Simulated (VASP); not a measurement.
The system is ZnIn2Cl4.

```
Zn In Cl
1.0
    -3.34778    3.34778    4.31972
     3.34778   -3.34778    4.31972
     3.34778    3.34778   -4.31972
Zn In Cl
1 2 4
Direct
  0.00000 0.00000 0.00000
  0.75000 0.25000 0.50000
  0.25000 0.75000 0.50000
  0.21400 0.21400 0.42800
  0.21400 0.78600 0.00000
  0.78600 0.78600 0.57200
  0.78600 0.21400 0.00000
```

The cell was generated, and may not be a known phase.

```yaml
Program: VASP 6.6.1
Task: relaxation of cell and atoms
Functional: PBE
Potentials_or_basis: VASP PAW PBE potentials, release 64 (Zn, In_d, Cl)
Cutoff: 600 eV
k_mesh: 4 × 4 × 4
Occupations: gaussian, width 0.1 eV
Spin: no spin polarisation
```

At the start: pressure 14.1 GPa; volume 27.67 Å³/atom.

Problem. How do energy, volume and symmetry change on relaxing?

Solution. Over 13 steps the energy falls by 444.8 meV/atom and the volume is 32.37 Å³/atom (+17.0 %); space group I4/mmm (No. 139, to 0.1 Å) before and after.

The path:
```tsv
step	energy change (eV)	largest force (eV/Å)	pressure (GPa)	volume (Å³)
1	0.0000	5.5101	14.07	193.66
2	-1.8958	1.2816	-3.81	268.02
3	-3.0764	0.1471	-0.48	230.45
4	-3.0792	0.0936	-0.33	229.59
5	-3.0802	0.0358	-0.17	228.69
6	-3.0865	0.0410	-0.12	227.68
7	-3.0993	0.0567	0.02	224.63
8	-3.0979	0.0904	0.36	218.41
9	-3.1032	0.0720	0.18	221.70
10	-3.1070	0.0870	0.04	223.23
11	-3.1100	0.1138	-0.18	226.10
12	-3.1120	0.0779	-0.12	226.26
13	-3.1138	0.0026	0.01	226.58
```

Final structure:
```
CELL_PARAMETERS angstrom
-3.71273 3.71273 4.10940
3.71273 -3.71273 4.10940
3.71273 3.71273 -4.10940
ATOMIC_POSITIONS crystal
Zn 0.00000 0.00000 0.00000
In 0.75000 0.25000 0.50000
In 0.25000 0.75000 0.50000
Cl 0.22476 0.22476 0.44952
Cl 0.22476 0.77524 0.00000
Cl 0.77524 0.77524 0.55048
Cl 0.77524 0.22476 0.00000
```

Caveat: the volume moved by over 15 % at a fixed basis, so the end points are rough.
